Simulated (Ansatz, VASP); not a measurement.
# Os in VASP and in Ansatz

The input INCAR:

```
PREC = Accurate ; ENCUT = 520
EDIFF = 1E-6 ; ISMEAR = -1
SIGMA = 0.1 ; LREAL = False
LASPH = True ; NELM = 100
ALGO = Normal ; ISIF = 2
LWAVE = False ; LCHARG = False
GGA = PS ; NBANDS = 24
```

File KPOINTS:

```
regular mesh
0
Gamma
  15 15 4
```

POSCAR

```
Os
1.0
    2.7879322291      0.0000000000      0.0000000000
   -1.3939661145      2.4144201344      0.0000000000
    0.0000000000      0.0000000000      8.9515695706
Os
4
Direct
    0.0000000000      1.0000000000      1.0000000000
    1.0000000000      0.0000000000      0.5000000000
    0.3333333333      0.6666666667      0.2500000000
    0.6666666667      0.3333333333      0.7500000000
```

Input for Ansatz:

```yaml
crystal:
  lattice:
    - [2.7879322291, 0.0, 0.0]
    - [-1.3939661145, 2.4144201344, 0.0]
    - [0.0, 0.0, 8.9515695706]
  atoms:
    - { symbol: Os, position: [0.0, 1.0, 1.0] }
    - { symbol: Os, position: [1.0, 0.0, 0.5] }
    - { symbol: Os, position: [0.3333333333, 0.6666666667, 0.25] }
    - { symbol: Os, position: [0.6666666667, 0.3333333333, 0.75] }
hamiltonian:
  xc: pbesol
  pseudopotentials:
    kind: paw
    azcp:
      Os: "pseudopotentials/Os.paw.azcp"
basis:
  ecutwfc: 420
  fft_grid_basis: typed
kpoints:
  mp_grid: { grid: [15, 15, 4], shift: [0, 0, 0] }
magnetization:
  spin_polarized: false
scf:
  occupations: { method: fermi_dirac, width: 0.1 }
  lower_state_search: "off"
output:
  stress: true
```

Alike in both runs: task single point; functional PBEsol; k mesh 15 × 15 × 4; occupations fermi-dirac, width 0.1 eV; no spin polarisation.

|  | VASP | Ansatz |
| --- | --- | --- |
| version | VASP 6.6.1 | Ansatz 0.2.0 |
| potentials or method | VASP PAW PBE potentials, release 64 (Os), cutoff 520 eV | plane waves (420 eV) with PAW, scalar-relativistic |
| valence electrons in the cell | 32 | 64 |

|  | VASP | Ansatz | Ansatz less VASP |
| --- | --- | --- | --- |
| pressure (GPa) | -27.6 | -27.4 | +0.20 |
| traceless stress, the component that is largest in VASP (GPa) | 0.22 | 0.24 | +0.016 |

VASP's potentials were made for PBE, not for PBEsol, and Ansatz warns of the same on its side. With one functional, cell and mesh, what is left measures potentials, basis and numerics. VASP's potentials hold 32 valence electrons a cell and Ansatz's 64, so a difference there can come from the potentials and not from the codes.

Spin-orbit coupling is off throughout.
